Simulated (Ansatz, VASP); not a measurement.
**Two plane-wave programs on SnO**

```
CELL_PARAMETERS angstrom
-3.80200 0.00000 0.00000
0.00000 -3.80200 0.00000
0.00000 0.00000 10.17200
ATOMIC_POSITIONS crystal
Sn 0.00000 0.50000 0.82652
Sn 0.00000 0.50000 0.35110
Sn 0.50000 0.00000 0.12432
Sn 0.50000 0.00000 0.59975
O 0.00000 0.00000 0.71313
O 0.00000 0.00000 0.23771
O 0.50000 0.50000 0.71313
O 0.50000 0.50000 0.23771
```

Alike in both runs: task single point; functional PBE; k mesh 12 × 12 × 5; occupations gaussian, width 0.15 eV; no spin polarisation.

|  | VASP | Ansatz |
| --- | --- | --- |
| version | VASP 6.6.1 | Ansatz 0.2.0 |
| potentials or method | VASP PAW PBE potentials, release 64 (Sn_d, O), cutoff 520 eV | scalar-relativistic, plane waves, PAW |
| valence electrons in the cell | 80 | 80 |

|  | VASP | Ansatz | Ansatz less VASP |
| --- | --- | --- | --- |
| gap on the k mesh at the Fermi level (eV) | 0.37 | 0.36 | -0.011 |
| least direct gap on the mesh (eV) | 1.72 | 1.76 | +0.047 |
| pressure (GPa) | 4.0 | 3.7 | -0.23 |
| traceless stress, the component that is largest in VASP (GPa) | -1.00 | -1.03 | -0.024 |
| rms of the force components (eV/Å) | 0.232 | 0.197 | -0.0357 |

Atom by atom the forces differ by 0.036 eV/Å (rms over components).
